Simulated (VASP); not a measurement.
# Ga (I4/mmm) in VASP: a series of runs, part 2 of 2

VASP 6.6.1. The steps go on from the part before.

### Step 5. Single point, PBE+D3(BJ)

This run uses another cell than the first one, of 17.84 Å³/atom, 1.007 times its volume.

Contents of INCAR:

```
PREC     = Accurate       # precision mode
ENCUT    = 520            # plane-wave cutoff, eV
EDIFF    = 1E-7           # SCF threshold, eV
ISMEAR   = -1             # smearing method
SIGMA    = 0.05           # smearing width, eV
LREAL    = False          # projectors in reciprocal space
LASPH    = True           # aspherical terms in the spheres
NELM     = 100            # most SCF steps
ALGO     = Fast           # electronic algorithm
ISIF     = 2              # what is computed and relaxed
LWAVE    = False          # write WAVECAR
LCHARG   = False          # write CHGCAR
GGA      = PE             # functional
IVDW     = 12             # dispersion correction
NBANDS   = 12             # bands
```

Contents of KPOINTS:

```
Automatic mesh
0
Gamma
  13 13 13
```

Contents of POSCAR:

```
Ga
1.0
   -1.3923077266      1.3923077266      2.3002689798
    1.3923077266     -1.3923077266      2.3002689798
    1.3923077266      1.3923077266     -2.3002689798
Ga
1
Direct
    0.0000000000      0.0000000000      0.0000000000
```

Potentials or basis: VASP PAW PBE potentials, release 64 (Ga_d).

Command:

```sh
$ cat potpaw_PBE.64/Ga_d/POTCAR > POTCAR
$ mpirun -np 1 vasp_std > vasp.out
```

OUTCAR:

```text
PREC = Accurate
   ENCUT = 520
   EDIFF = 1E-7
   ISMEAR = -1
   LREAL = False
   LASPH = True
   NELM = 100
   ISIF = 2
   GGA = PE
   IVDW = 12
 IVDW          = 12

 ion  position               nearest neighbor table
   1  0.000  0.000  0.000-

  LATTYP: Found a body centered tetragonal cell.
 ALAT       =     2.7846154532
 C/A-ratio  =     1.6521268509

  Lattice vectors:

 A1 = (  -1.3923077266,   1.3923077266,   2.3002689798)
 A2 = (   1.3923077266,  -1.3923077266,   2.3002689798)
 A3 = (   1.3923077266,   1.3923077266,  -2.3002689798)

Analysis of symmetry for initial positions (statically):
=====================================================================
 Subroutine PRICEL returns:
 Original cell was already a primitive cell.

 Routine SETGRP: Setting up the symmetry group for a
 body centered tetragonal supercell.

 Subroutine GETGRP returns: Found 16 space group operations
 (whereof 16 operations were pure point group operations)
 out of a pool of 16 trial point group operations.

The static configuration has the point symmetry D_4h.

Analysis of symmetry for dynamics (positions and initial velocities):
=====================================================================
 Subroutine PRICEL returns:
 Original cell was already a primitive cell.

 Routine SETGRP: Setting up the symmetry group for a
 body centered tetragonal supercell.

 Subroutine GETGRP returns: Found 16 space group operations
 (whereof 16 operations were pure point group operations)
 out of a pool of 16 trial point group operations.

The dynamic configuration has the point symmetry D_4h.

 Subroutine INISYM returns: Found 16 space group operations
 (whereof 16 operations are pure point group operations),
 and found     1 'primitive' translations

----------------------------------------------------------------------------------------

                                     Primitive cell

  volume of cell :      17.8365

  direct lattice vectors                    reciprocal lattice vectors
    -1.392307727  1.392307727  2.300268980     0.000000000  0.359116013  0.217365884
     1.392307727 -1.392307727  2.300268980     0.359116013  0.000000000  0.217365884
     1.392307727  1.392307727 -2.300268980     0.359116013  0.359116013  0.000000000

  length of vectors
     3.027916609  3.027916609  3.027916609     0.419776415  0.419776415  0.507866736

  position of ions in fractional coordinates (direct lattice)
     0.000000000  0.000000000  0.000000000

  ion indices of the primitive-cell ions
   primitive index   ion index
                 1           1

----------------------------------------------------------------------------------------

 KPOINTS: Automatic mesh

Automatic generation of k-mesh.
 Grid dimensions read from file:
 generate k-points for:   13   13   13

 Generating k-lattice:

  Cartesian coordinates                     Fractional coordinates (reciprocal lattice)
     0.000000000  0.027624309  0.016720453     0.076923077  0.000000000  0.000000000
     0.027624309  0.000000000  0.016720453     0.000000000  0.076923077  0.000000000
     0.027624309  0.027624309  0.000000000     0.000000000  0.000000000  0.076923077

  Length of vectors
     0.032290493  0.032290493  0.039066672

  Shift w.r.t. Gamma in fractional coordinates (k-lattice)
     0.000000000  0.000000000  0.000000000

 Subroutine IBZKPT returns following result:
 ===========================================

 Found    196 irreducible k-points:

 Following reciprocal coordinates:
            Coordinates               Weight
  0.000000  0.000000  0.000000      1.000000
  0.076923  0.000000  0.000000      8.000000
  0.153846  0.000000  0.000000      8.000000
  0.230769  0.000000 -0.000000      8.000000
  0.307692  0.000000  0.000000      8.000000
  0.384615  0.000000  0.000000      8.000000
[... 16 lines left out ...]
  0.384615  0.153846  0.000000     16.000000
  0.461538  0.153846 -0.000000     16.000000
 [... further k-points ...]
   k-points           NKPTS =    196   k-points in BZ     NKDIM =    196   number of bands    NBANDS=     12
   number of dos      NEDOS =    301   number of ions     NIONS =      1
   total plane-waves  NPLWV =  13824
   dimension x,y,z NGX =    24 NGY =   24 NGZ =   24
   dimension x,y,z NGXF=    48 NGYF=   48 NGZF=   48
   ions per type =               1
   NGX,Y,Z   is equivalent  to a cutoff of  13.18, 13.18, 13.18 a.u.
   NGXF,Y,Z  is equivalent  to a cutoff of  26.35, 26.35, 26.35 a.u.
 SYSTEM =  unknown system
   PREC   = accura    normal or accurate (medium, high low for compatibility)
   ISTART =      0    job   : 0-new  1-cont  2-samecut
   ICHARG =      2    charge: 1-file 2-atom 10-const
   ISPIN  =      1    spin polarized calculation?
   LNONCOLLINEAR =      F non collinear calculations
   LSORBIT =      F    spin-orbit coupling
   LASPH  =      T    aspherical Exc in radial PAW
   ENCUT  =  520.0 eV  38.22 Ry    6.18 a.u.   5.63  5.63  5.63*2*pi/ulx,y,z
   NELM   =    100;   NELMIN=  2; NELMDL= -5     # of ELM steps
   EDIFF  = 0.1E-06   stopping-criterion for ELM
   LREAL  =      F    real-space projection
   EDIFFG = 0.1E-05   stopping-criterion for IOM
   NSW    =      0    number of steps for IOM
   IBRION =     -1    ionic relax: 0-MD 1-quasi-New 2-CG
   NFREE  =      0    steps in history (QN), initial steepest desc. (CG)
   ISIF   =      2    stress and relaxation
   ISYM   =      2    0-nonsym 1-usesym 2-fastsym
   POTIM  = 0.5000    time-step for ionic-motion
   TEBEG  =    0.0;   TEEND  =   0.0 temperature during run
   PSTRESS=    0.0 pullay stress
   NELECT =      13.0000    total number of electrons
   NUPDOWN=      -1.0000    fix difference up-down
   EMIN   =  10.00;   EMAX   =-10.00  energy-range for DOS
   EFERMI =   0.00;   METHOD = LEGACY
   ISMEAR =    -1;   SIGMA  =   0.05  broadening in eV -4-tet -1-fermi 0-gaus
   EFERMI_NEDOS =   21; number of points for ismear=-14 and -15
   IALGO  =     68    algorithm
   IMIX   =      4    mixing-type and parameters
     AMIX     =   0.40;   BMIX     =  1.00
     AMIX_MAG =   1.60;   BMIX_MAG =  1.00
  volume/ion in A,a.u.               =      17.84       120.37
  Fermi-wavevector in a.u.,A,eV,Ry     =   1.473283  2.784102 29.532310  2.170564
  Thomas-Fermi vector in A             =   2.588195
   LORBIT       =      0    0 simple, 1 ext, 2 COOP (PROOUT), +10 PAW based schemes
   GGA     = PE    functional components
   LHFCALC =     F    Hartree Fock is set to
   AEXX    =    0.0000 exact exchange contribution
   IVDW    =    12    specifies the selected vdW correction
   LEPSILON=     F    determine dielectric tensor
   LRPA    =     F    only Hartree local field effects (RPA)
 non-spin polarized calculation
 RMM-DIIS sequential band-by-band and
  energy-cutoff  :      520.00
  volume of cell :       17.84
 maximum number of plane-waves:       493
   NGX = 11   NGY = 11   NGZ = 11

 number of electron      12.9999995 magnetization

 Free energy of the ion-electron system (eV)
  ---------------------------------------------------
  ext. energy  EPLUGINS =         0.00000000
  ---------------------------------------------------
  free energy    TOTEN  =        -2.87877472 eV

  energy without entropy =       -2.87560373  energy(sigma->0) =       -2.87718922

 E-fermi :   6.0235     XC(G=0): -11.3017

 val. band max:        6.0157536309   @ k =  -0.3077  -0.3846   0.0769
 cond. band min:       6.0921061897   @ k =   0.3846   0.2308   0.1538
 fundamental gap:      0.0763525589
 Fermi energy:         6.0235291163

 k-point     1 :       0.0000    0.0000    0.0000
  band No.  band energies     occupation
      1      -9.0020      2.00000
      2      -8.8487      2.00000
      3      -8.8252      2.00000
      4      -8.8252      2.00000
      5      -8.6642      2.00000
      6      -5.3970      2.00000
      7      18.7842      0.00000
      8      18.9961      0.00000
      9      18.9961      0.00000
     10      22.3901      0.00000
     11      22.5780      0.00000
     12      23.2736      0.00000
[... 331 lines left out ...]
 k-point    24 :       0.4615    0.1538   -0.0000
  band No.  band energies     occupation
      1      -8.9562      2.00000
      2      -8.8895      2.00000
      3      -8.8267      2.00000
      4      -8.7093      2.00000
      5      -8.6163      2.00000
      6       1.6885      2.00000
      7       2.5442      2.00000
      8      12.6540      0.00000
      9      14.2342      0.00000
     10      18.1052      0.00000
     11      20.7109      0.00000
     12      26.6652      0.00000

 [... further k-points ...]

------------------------ aborting loop because EDIFF is reached ----------------------------------------

 Edisp (eV)   -0.32198

 E8    (eV) :    -0.1504

  FORCE on cell =-STRESS in cart. coord.  units (eV):
  Direction    XX          YY          ZZ          XY          YZ          ZX
  --------------------------------------------------------------------------------------
  -------------------------------------------------------------------------------------
  Total      -0.00718    -0.00718    -0.01440     0.00000     0.00000     0.00000
  in kB      -0.64486    -0.64486    -1.29329     0.00000     0.00000     0.00000
  external pressure =       -0.86 kB  Pullay stress =        0.00 kB

 VOLUME and BASIS-vectors are now :
 -----------------------------------------------------------------------------
  energy-cutoff  :      520.00
  volume of cell :       17.84
      direct lattice vectors                 reciprocal lattice vectors
    -1.392307727  1.392307727  2.300268980     0.000000000  0.359116013  0.217365884
     1.392307727 -1.392307727  2.300268980     0.359116013  0.000000000  0.217365884
     1.392307727  1.392307727 -2.300268980     0.359116013  0.359116013  0.000000000

 POSITION                                       TOTAL-FORCE (eV/Angst)
 -----------------------------------------------------------------------------------
      0.00000      0.00000      0.00000        -0.000000      0.000000     -0.000000
 -----------------------------------------------------------------------------------
    total drift:                                0.000000      0.000000     -0.000000

  FREE ENERGIE OF THE ION-ELECTRON SYSTEM (eV)
  ---------------------------------------------------
  free  energy   TOTEN  =        -3.2007502091 eV

  energy  without entropy=       -3.1975792189  energy(sigma->0) =       -3.19916471
```

Run time: 16 s. Hardware: 1 thread of Intel Xeon 6975P-C (Granite Rapids), shared host; peak memory 0.17 GiB.

What came out:

- Free energy: -3.2008 eV
- Pressure: -0.1 GPa
- Dispersion energy per atom: -0.322 eV

Levels at points of the mesh, in eV from the Fermi level:
| k point | band 3 | band 4 | band 5 | band 6 | band 7 | band 8 | band 9 | band 10 |
| --- | --- | --- | --- | --- | --- | --- | --- | --- |
| (0.00, 0.00, 0.00) | -14.85 | -14.85 | -14.69 | -11.42 | 12.76 | 12.97 | 12.97 | 16.37 |

Caveat: pairwise dispersion overbinds metals, which lowers pressure and volume.

### Step 6. Single point, revPBE

This run uses another cell than the first one, of 19.45 Å³/atom, 1.098 times its volume.

Contents of INCAR:

```
SYSTEM = Ga
ALGO = Fast ; EDIFF = 1E-6
ENCUT = 520 ; GGA = RE
ISIF = 2 ; ISMEAR = -1
LASPH = .True. ; LCHARG = .True.
LELF = .True. ; LREAL = .False.
LVHAR = .True. ; LWAVE = .False.
NBANDS = 12 ; NELM = 100
PREC = Accurate ; SIGMA = 0.05
```

Contents of KPOINTS:

```
k-points
0
Gamma
  13 13 13
  0 0 0
```

Contents of POSCAR:

```
Ga
1.0
   -1.4587489832      1.4587489832      2.2851046912
    1.4587489832     -1.4587489832      2.2851046912
    1.4587489832      1.4587489832     -2.2851046912
Ga
1
Direct
    0.0000000000      0.0000000000      0.0000000000
```

Potentials or basis: VASP PAW PBE potentials, release 64 (Ga_d).

Command:

```sh
$ cat potpaw_PBE.64/Ga_d/POTCAR > POTCAR
$ mpirun -np 1 vasp_std > vasp.out
```

Wall time 14 s (1 thread of Intel Xeon 6975P-C (Granite Rapids), shared host); peak memory 0.17 GiB.

It converged, with:

| Property | Result |
| --- | --- |
| Free energy | -2.6012 eV |
| Pressure | 0.2 GPa |

Levels at points of the mesh, in eV from the Fermi level:
| k point | band 2 | band 3 | band 4 | band 5 | band 6 | band 7 | band 8 | band 9 | band 10 | band 11 |
| --- | --- | --- | --- | --- | --- | --- | --- | --- | --- | --- |
| (0.00, 0.00, 0.00) | -14.79 | -14.79 | -14.76 | -14.66 | -10.72 | 12.02 | 12.02 | 12.04 | 15.60 | 15.86 |

Caveat: the PAW data sets were made with another functional, which shifts forces and pressure a little.

### Step 7. The runs side by side

| level | cell | smearing | gap on the mesh (eV) | pressure (GPa) |
| --- | --- | --- | --- | --- |
| PBE | a = 3.029 Å, angles 125.6, 125.6, 80.5°, 1 atom | gaussian 0.024 eV | none | 3.6 |
| PBE | a = 3.029 Å, angles 125.6, 125.6, 80.5°, 1 atom | gaussian 0.025 eV | none | 3.6 |
| PBE | a = 3.029 Å, angles 125.6, 125.6, 80.5°, 1 atom | gaussian 0.026 eV | none | 3.4 |
| PBE+D3(BJ) | a = 3.028 Å, angles 125.2, 125.2, 81.1°, 1 atom | fermi-dirac 0.05 eV | none | -0.1 |
| revPBE | a = 3.079 Å, angles 123.4, 123.4, 84.2°, 1 atom | fermi-dirac 0.05 eV | none | 0.2 |

Alike in all rows: task single point; potentials or basis VASP PAW PBE potentials, release 64 (Ga_d); no spin polarisation; k mesh 13 × 13 × 13; cutoff (eV) 520.

Every run on the cell as given and a fine mesh finds a metal.

Caveats: pairwise dispersion overbinds metals, which lowers pressure and volume (some runs); the PAW data sets were made with another functional, which shifts forces and pressure a little (some runs).

Total energies depend on the potentials used, so only differences within one code and one set of settings carry meaning.
